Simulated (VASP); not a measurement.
Crystal: Al2O3.

```
CELL_PARAMETERS angstrom
2.38025 1.37424 4.33187
-2.38025 1.37424 4.33187
0.00000 -2.74848 4.33187
ATOMIC_POSITIONS crystal
Al 0.35216 0.35216 0.35216
Al 0.14784 0.14784 0.14784
Al 0.64784 0.64784 0.64784
Al 0.85216 0.85216 0.85216
O 0.55668 0.94332 0.25000
O 0.25000 0.55668 0.94332
O 0.94332 0.25000 0.55668
O 0.44332 0.05668 0.75000
O 0.75000 0.44332 0.05668
O 0.05668 0.75000 0.44332
```

```yaml
Program: VASP 6.6.1
Task: relaxation of cell and atoms
Functional: PBE
Potentials_or_basis: VASP PAW PBE potentials, release 64 (Al, O)
Cutoff: 600 eV
k_mesh: 5 × 5 × 5
Occupations: gaussian, width 0.01 eV
Spin: no spin polarisation
```

At the start: pressure 6.9 GPa; volume 8.50 Å³/atom.

How do energy, volume and symmetry change on relaxing?

Over 15 steps the energy falls by 5.1 meV/atom and the volume is 8.74 Å³/atom (+2.8 %); space group R-3c (No. 167, to 0.1 Å) before and after.

Step by step:
```tsv
step	energy change (eV)	largest force (eV/Å)	pressure (GPa)	volume (Å³)
1	0.0000	0.0276	6.85	85.02
2	-0.0141	0.0476	-5.32	89.57
3	-0.0505	0.0372	-0.02	87.44
4	-0.0505	0.0370	0.11	87.39
5	-0.0507	0.0032	0.11	87.40
6	-0.0507	0.0030	0.11	87.40
7	-0.0507	0.0025	-0.07	87.47
8	-0.0507	0.0027	-0.01	87.44
9	-0.0507	0.0027	-0.02	87.44
10	-0.0507	0.0029	0.05	87.42
11	-0.0507	0.0027	0.00	87.44
12	-0.0507	0.0027	0.00	87.44
13	-0.0507	0.0016	-0.01	87.44
14	-0.0507	0.0016	0.02	87.43
15	-0.0507	0.0003	0.00	87.44
```

Final structure:
```
Al O
1.0
     2.40305    1.38740    4.37101
    -2.40305    1.38740    4.37101
     0.00000   -2.77480    4.37101
Al O
4 6
Direct
  0.35216 0.35216 0.35216
  0.14784 0.14784 0.14784
  0.64784 0.64784 0.64784
  0.85216 0.85216 0.85216
  0.55617 0.94383 0.25000
  0.25000 0.55617 0.94383
  0.94383 0.25000 0.55617
  0.44383 0.05617 0.75000
  0.75000 0.44383 0.05617
  0.05617 0.75000 0.44383
```
